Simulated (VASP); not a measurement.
# MgSe (Fm-3m) in VASP: single point with PBEsol

Aim: the single point of MgSe with PBEsol.

All numbers are computed with VASP 6.6.1; they aren't measurements. Logs are shortened: lines on timing, memory, paths and dates and some standing lists are left out, and cuts for length are marked.

**1. The cell of the first run**

The structure is cubic, space group Fm-3m (No. 225). The conventional cell has a = 5.451 Å, b = 5.451 Å, c = 5.451 Å, α = 90.00°, β = 90.00°, γ = 90.00°. Within 3.6 Å of Mg (site symmetry m-3m) lie 6 Se at 2.73 Å. Se (site symmetry m-3m) has 6 Mg at 2.73 Å within 3.6 Å.

**2. Single point, PBEsol**

Input file INCAR:

```
SYSTEM = MgSe
  PREC = Accurate
  ENCUT = 600
  EDIFF = 1E-6
  ISMEAR = -1
  SIGMA = 0.02
  LREAL = .False.
  LASPH = .True.
  NELM = 120
  ALGO = Normal
  ISIF = 2
  LWAVE = .False.
  LCHARG = .True.
  GGA = PS
  LELF = .True.
  LVHAR = .True.
  NBANDS = 11
  GGA_COMPAT = .False.
```

Input file KPOINTS:

```
Automatic mesh
0
Gamma
  8 8 8
  0 0 0
```

Input file POSCAR:

```
MgSe
1.0
    0.0000000000      2.7255000000      2.7255000000
    2.7255000000      0.0000000000      2.7255000000
    2.7255000000      2.7255000000      0.0000000000
Mg Se
1 1
Direct
    0.0000000000      0.0000000000      0.0000000000
    0.5000000000      0.5000000000      0.5000000000
```

Potentials or basis: VASP PAW PBE potentials, release 64 (Mg, Se).

Started as:

```bash
$ cat potpaw_PBE.64/Mg/POTCAR potpaw_PBE.64/Se/POTCAR > POTCAR
$ mpirun -np 1 vasp_std > vasp.out
```

OUTCAR:

```text
SYSTEM = MgSe
   PREC = Accurate
   ENCUT = 600
   EDIFF = 1E-6
   ISMEAR = -1
   LREAL = .False.
   LASPH = .True.
   NELM = 120
   ISIF = 2
   GGA = PS

 ion  position               nearest neighbor table
   1  0.000  0.000  0.000-   2 2.73   2 2.73   2 2.73   2 2.73   2 2.73   2 2.73
   2  0.500  0.500  0.500-   1 2.73   1 2.73   1 2.73   1 2.73   1 2.73   1 2.73

  LATTYP: Found a face centered cubic cell.
 ALAT       =     5.4510000000

  Lattice vectors:

 A1 = (   0.0000000000,   2.7255000000,   2.7255000000)
 A2 = (   2.7255000000,   0.0000000000,   2.7255000000)
 A3 = (   2.7255000000,   2.7255000000,   0.0000000000)

Analysis of symmetry for initial positions (statically):
=====================================================================
 Subroutine PRICEL returns:
 Original cell was already a primitive cell.

 Routine SETGRP: Setting up the symmetry group for a
 face centered cubic supercell.

 Subroutine GETGRP returns: Found 48 space group operations
 (whereof 48 operations were pure point group operations)
 out of a pool of 48 trial point group operations.

The static configuration has the point symmetry O_h .

Analysis of symmetry for dynamics (positions and initial velocities):
=====================================================================
 Subroutine PRICEL returns:
 Original cell was already a primitive cell.

 Routine SETGRP: Setting up the symmetry group for a
 face centered cubic supercell.

 Subroutine GETGRP returns: Found 48 space group operations
 (whereof 48 operations were pure point group operations)
 out of a pool of 48 trial point group operations.

The dynamic configuration has the point symmetry O_h .

 Subroutine INISYM returns: Found 48 space group operations
 (whereof 48 operations are pure point group operations),
 and found     1 'primitive' translations

----------------------------------------------------------------------------------------

                                     Primitive cell

  volume of cell :      40.4919

  direct lattice vectors                    reciprocal lattice vectors
     0.000000000  2.725500000  2.725500000    -0.183452578  0.183452578  0.183452578
     2.725500000  0.000000000  2.725500000     0.183452578 -0.183452578  0.183452578
     2.725500000  2.725500000  0.000000000     0.183452578  0.183452578 -0.183452578

  length of vectors
     3.854439064  3.854439064  3.854439064     0.317749185  0.317749185  0.317749185

  position of ions in fractional coordinates (direct lattice)
     0.000000000  0.000000000  0.000000000
     0.500000000  0.500000000  0.500000000

  ion indices of the primitive-cell ions
   primitive index   ion index
                 1           1
                 2           2

----------------------------------------------------------------------------------------

 KPOINTS: Automatic mesh

Automatic generation of k-mesh.
 Grid dimensions read from file:
 generate k-points for:    8    8    8

 Generating k-lattice:

  Cartesian coordinates                     Fractional coordinates (reciprocal lattice)
    -0.022931572  0.022931572  0.022931572     0.125000000  0.000000000  0.000000000
     0.022931572 -0.022931572  0.022931572     0.000000000  0.125000000  0.000000000
     0.022931572  0.022931572 -0.022931572     0.000000000  0.000000000  0.125000000

  Length of vectors
     0.039718648  0.039718648  0.039718648

  Shift w.r.t. Gamma in fractional coordinates (k-lattice)
     0.000000000  0.000000000  0.000000000

 Subroutine IBZKPT returns following result:
 ===========================================

 Found     29 irreducible k-points:

 Following reciprocal coordinates:
            Coordinates               Weight
  0.000000  0.000000  0.000000      1.000000
  0.125000  0.000000  0.000000      8.000000
  0.250000  0.000000  0.000000      8.000000
  0.375000  0.000000  0.000000      8.000000
  0.500000  0.000000  0.000000      4.000000
  0.125000  0.125000  0.000000      6.000000
[... 16 lines left out ...]
  0.500000  0.250000  0.125000     48.000000
 -0.375000  0.250000  0.125000     24.000000
 [... further k-points ...]
   k-points           NKPTS =     29   k-points in BZ     NKDIM =     29   number of bands    NBANDS=     11
   number of dos      NEDOS =    301   number of ions     NIONS =      2
   total plane-waves  NPLWV =  32768
   dimension x,y,z NGX =    32 NGY =   32 NGZ =   32
   dimension x,y,z NGXF=    64 NGYF=   64 NGZF=   64
   ions per type =               1   1
   NGX,Y,Z   is equivalent  to a cutoff of  13.80, 13.80, 13.80 a.u.
   NGXF,Y,Z  is equivalent  to a cutoff of  27.60, 27.60, 27.60 a.u.
 SYSTEM =  MgSe
   PREC   = accura    normal or accurate (medium, high low for compatibility)
   ISTART =      0    job   : 0-new  1-cont  2-samecut
   ICHARG =      2    charge: 1-file 2-atom 10-const
   ISPIN  =      1    spin polarized calculation?
   LNONCOLLINEAR =      F non collinear calculations
   LSORBIT =      F    spin-orbit coupling
   LASPH  =      T    aspherical Exc in radial PAW
   ENCUT  =  600.0 eV  44.10 Ry    6.64 a.u.   7.70  7.70  7.70*2*pi/ulx,y,z
   NELM   =    120;   NELMIN=  2; NELMDL= -5     # of ELM steps
   EDIFF  = 0.1E-05   stopping-criterion for ELM
   LREAL  =      F    real-space projection
   EDIFFG = 0.1E-04   stopping-criterion for IOM
   NSW    =      0    number of steps for IOM
   IBRION =     -1    ionic relax: 0-MD 1-quasi-New 2-CG
   NFREE  =      0    steps in history (QN), initial steepest desc. (CG)
   ISIF   =      2    stress and relaxation
   ISYM   =      2    0-nonsym 1-usesym 2-fastsym
   POTIM  = 0.5000    time-step for ionic-motion
   TEBEG  =    0.0;   TEEND  =   0.0 temperature during run
   PSTRESS=    0.0 pullay stress
   NELECT =       8.0000    total number of electrons
   NUPDOWN=      -1.0000    fix difference up-down
   EMIN   =  10.00;   EMAX   =-10.00  energy-range for DOS
   EFERMI =   0.00;   METHOD = LEGACY
   ISMEAR =    -1;   SIGMA  =   0.02  broadening in eV -4-tet -1-fermi 0-gaus
   EFERMI_NEDOS =   21; number of points for ismear=-14 and -15
   IALGO  =     38    algorithm
   IMIX   =      4    mixing-type and parameters
     AMIX     =   0.40;   BMIX     =  1.00
     AMIX_MAG =   1.60;   BMIX_MAG =  1.00
  volume/ion in A,a.u.               =      20.25       136.63
  Fermi-wavevector in a.u.,A,eV,Ry     =   0.953488  1.801831 12.369596  0.909140
  Thomas-Fermi vector in A             =   2.082148
   LORBIT       =      0    0 simple, 1 ext, 2 COOP (PROOUT), +10 PAW based schemes
   GGA     = PS    functional components
   LHFCALC =     F    Hartree Fock is set to
   AEXX    =    0.0000 exact exchange contribution
   IVDW    =     0    specifies the selected vdW correction
   LEPSILON=     F    determine dielectric tensor
   LRPA    =     F    only Hartree local field effects (RPA)
 non-spin polarized calculation
  energy-cutoff  :      600.00
  volume of cell :       40.49
 maximum number of plane-waves:      1365
   NGX = 15   NGY = 15   NGZ = 15

 number of electron       8.0000000 magnetization

 Free energy of the ion-electron system (eV)
  ---------------------------------------------------
  ext. energy  EPLUGINS =         0.00000000
  ---------------------------------------------------
  free energy    TOTEN  =        -8.10613912 eV

  energy without entropy =       -8.10613912  energy(sigma->0) =       -8.10613912

 E-fermi :   3.5976     XC(G=0):  -9.6200

 val. band max:        3.1437499663   @ k =   0.0000   0.0000   0.0000
 cond. band min:       4.9056143160   @ k =   0.5000   0.5000   0.0000
 fundamental gap:      1.7618643497
 Fermi energy:         3.5975524367

 k-point     1 :       0.0000    0.0000    0.0000
  band No.  band energies     occupation
      1      -9.8277      2.00000
      2       3.1437      2.00000
      3       3.1437      2.00000
      4       3.1437      2.00000
      5       5.6439      0.00000
      6      10.4760      0.00000
      7      10.4760      0.00000
      8      10.4760      0.00000
      9      13.0845      0.00000
     10      13.0845      0.00000
     11      13.9363      0.00000

 k-point     2 :       0.1250    0.0000    0.0000
  band No.  band energies     occupation
      1      -9.6941      2.00000
      2       1.9030      2.00000
      3       3.0412      2.00000
      4       3.0412      2.00000
      5       6.6217      0.00000
      6      10.1517      0.00000
      7      10.7056      0.00000
      8      10.7056      0.00000
      9      12.0632      0.00000
     10      12.0632      0.00000
     11      13.8418      0.00000

 k-point     3 :       0.2500    0.0000    0.0000
  band No.  band energies     occupation
      1      -9.3358      2.00000
      2       0.0942      2.00000
      3       2.8196      2.00000
      4       2.8196      2.00000
      5       7.1635      0.00000
      6      10.1564      0.00000
      7      10.1564      0.00000
      8      10.8449      0.00000
      9      12.6615      0.00000
     10      12.6615      0.00000
     11      13.0601      0.00000

 k-point     4 :       0.3750    0.0000    0.0000
  band No.  band energies     occupation
      1      -8.9068      2.00000
      2      -1.3065      2.00000
      3       2.6267      2.00000
      4       2.6267      2.00000
      5       6.9655      0.00000
      6       9.4406      0.00000
      7       9.4406      0.00000
      8      11.8214      0.00000
      9      13.3337      0.00000
     10      14.5919      0.00000
     11      14.5919      0.00000
[... 239 lines left out ...]
 k-point    22 :       0.3750    0.2500    0.1250
  band No.  band energies     occupation
      1      -9.0568      2.00000
      2      -0.1621      2.00000
      3       1.5800      2.00000
      4       2.4305      2.00000
      5       7.9684      0.00000
      6       9.0714      0.00000
      7       9.3512      0.00000
      8      11.5249      0.00000
      9      12.6082      0.00000
     10      15.5418      0.00000
     11      15.9928      0.00000

 k-point    23 :       0.5000    0.2500    0.1250
  band No.  band energies     occupation
      1      -8.6966      2.00000
      2      -0.9654      2.00000
      3       1.0267      2.00000
      4       2.0895      2.00000
      5       7.8649      0.00000
      6       8.7643      0.00000
      7      10.2959      0.00000
      8      11.4041      0.00000
      9      13.9828      0.00000
     10      15.7520      0.00000
     11      16.5074      0.00000

 k-point    24 :      -0.3750    0.2500    0.1250
  band No.  band energies     occupation
      1      -8.5276      2.00000
      2      -1.3310      2.00000
      3       0.8819      2.00000
      4       1.9119      2.00000
      5       7.8451      0.00000
      6       8.4713      0.00000
      7      10.8493      0.00000
      8      12.1426      0.00000
      9      14.1248      0.00000
     10      14.8400      0.00000
     11      17.1474      0.00000

 [... further k-points ...]
[... 5 lines left out ...]
  --------------------------------------------------------------------------------------
  -------------------------------------------------------------------------------------
  Total       -0.0252685     -0.0252685     -0.0252685      0.0000000      0.0000000     -0.0000000
  in kB       -0.9998205     -0.9998205     -0.9998205      0.0000000      0.0000000     -0.0000000
  external PRESSURE =      -0.9998205 kB  Pullay stress =       0.0000000 kB

 VOLUME and BASIS-vectors are now :
 -----------------------------------------------------------------------------
  energy-cutoff  :      600.00
  volume of cell :       40.49
      direct lattice vectors                 reciprocal lattice vectors
     0.000000000  2.725500000  2.725500000    -0.183452578  0.183452578  0.183452578
     2.725500000  0.000000000  2.725500000     0.183452578 -0.183452578  0.183452578
     2.725500000  2.725500000  0.000000000     0.183452578  0.183452578 -0.183452578

 POSITION                                       TOTAL-FORCE (eV/Angst)
 -----------------------------------------------------------------------------------
      0.00000      0.00000      0.00000         0.000000     -0.000000      0.000000
      2.72550      2.72550      2.72550        -0.000000      0.000000     -0.000000
 -----------------------------------------------------------------------------------
    total drift:                               -0.000000     -0.000000      0.000000

  FREE ENERGIE OF THE ION-ELECTRON SYSTEM (eV)
  ---------------------------------------------------
  free  energy   TOTEN  =        -8.1061391241 eV

  energy  without entropy=       -8.1061391241  energy(sigma->0) =       -8.10613912
```

It took 12 s on 1 thread of Intel Xeon Platinum 8488C (Sapphire Rapids), shared host; peak memory 0.18 GiB.

Results:

| Property | Result |
| --- | --- |
| Free energy | -8.1061 eV |
| Pressure | -0.1 GPa |
| Band gap on the k mesh | 1.76 eV, indirect (least direct gap 2.50 eV) |

Levels at points of the mesh, in eV from the valence-band top:
```
           k point  band 2  band 3  band 4  band 5  band 6  band 7
(0.00, 0.00, 0.00)    0.00    0.00    0.00    2.50    7.33    7.33
(0.50, 0.00, 0.00)   -4.99   -0.59   -0.59    3.71    6.04    6.04
(0.50, 0.50, 0.00)   -4.32   -1.81   -1.81    1.76    3.84   11.64
```

Caveat: the PAW data sets were made with another functional, which shifts forces and pressure a little.
